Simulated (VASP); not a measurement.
Here is a VASP 6.6.1 calculation.

File INCAR:

```
SYSTEM = Ti4O
  PREC = Accurate
  ENCUT = 520
  EDIFF = 1E-6
  ISMEAR = 0
  SIGMA = 0.1
  LREAL = .FALSE.
  LASPH = .TRUE.
  NELM = 60
  ALGO = Normal
  ISIF = 2
  LWAVE = .FALSE.
  LCHARG = .FALSE.
  LDIPOL = .TRUE.
  IDIPOL = 3
  DIPOL = 0.5 0.5 0.352
  GGA = PE
  NBANDS = 35
```

File KPOINTS:

```
Automatic mesh
0
G
  8 8 1
  0 0 0
```

POSCAR

```
Ti4O
1.0
    3.2553359278      0.0000000000      0.0000000000
    0.0000000000      3.2553359278      0.0000000000
    0.0000000000      0.0000000000     20.1793674396
Ti O
4 1
Direct
    0.5000000000      0.5000000000      0.1982222690
    0.0000000000      0.0000000000      0.2788822782
    0.5000000000      0.5000000000      0.3551865237
    0.0000000000      0.0000000000      0.4301109767
    0.1250000000      0.2500000000      0.4978838820
```

Potentials or basis: VASP PAW PBE potentials, release 64 (Ti_sv, O).

Launch:

```sh
$ cat potpaw_PBE.64/Ti_sv/POTCAR potpaw_PBE.64/O/POTCAR > POTCAR
$ mpirun -np 1 vasp_std > vasp.out
```

(1) Estimate the band gap on the k mesh.

(2) Predict the largest force.

## Answers

(1) zero (bands 27 and 28 overlap by 0.55 eV).

(2) 1.882 eV/Å.
